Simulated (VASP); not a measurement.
Runs of VASP 6.6.1 on PbSe (Clausthalite). The structure is that of space group Fm-3m (No. 225), or close to it. The cells are those of the table. 

```csv
task,level,cell,cutoff (eV),pressure (GPa),relaxed volume (Å³/atom)
relaxation of cell and atoms,r2SCAN+D4,"relaxed from a = 4.328 Å, angles 60.0°, 2 atoms",600,0.0,29.07
single point,r2SCAN+rVV10,"a = 4.339 Å, angles 60.0°, 2 atoms",520,0.2,-
relaxation of cell and atoms,r2SCAN,"relaxed from a = 4.328 Å, angles 60.0°, 2 atoms",600,0.0,(a)
relaxation of cell and atoms,r2SCAN+rVV10,"relaxed from a = 4.328 Å, angles 60.0°, 2 atoms",600,0.0,28.99
single point,r2SCAN,"a = 4.367 Å, angles 60.0°, 2 atoms",520,0.0,-
single point,r2SCAN+D4,"a = 4.348 Å, angles 60.0°, 2 atoms",520,0.0,-
```

Alike in all rows: potentials or basis VASP PAW PBE potentials, release 64 (Pb_d, Se); no spin polarisation; k mesh 5 × 5 × 5; smearing gaussian 0.01 eV.

Q: Estimate the missing entries.

A: (a) 29.44.

Caveats: the PAW data sets were made with another functional, which shifts forces and pressure a little.
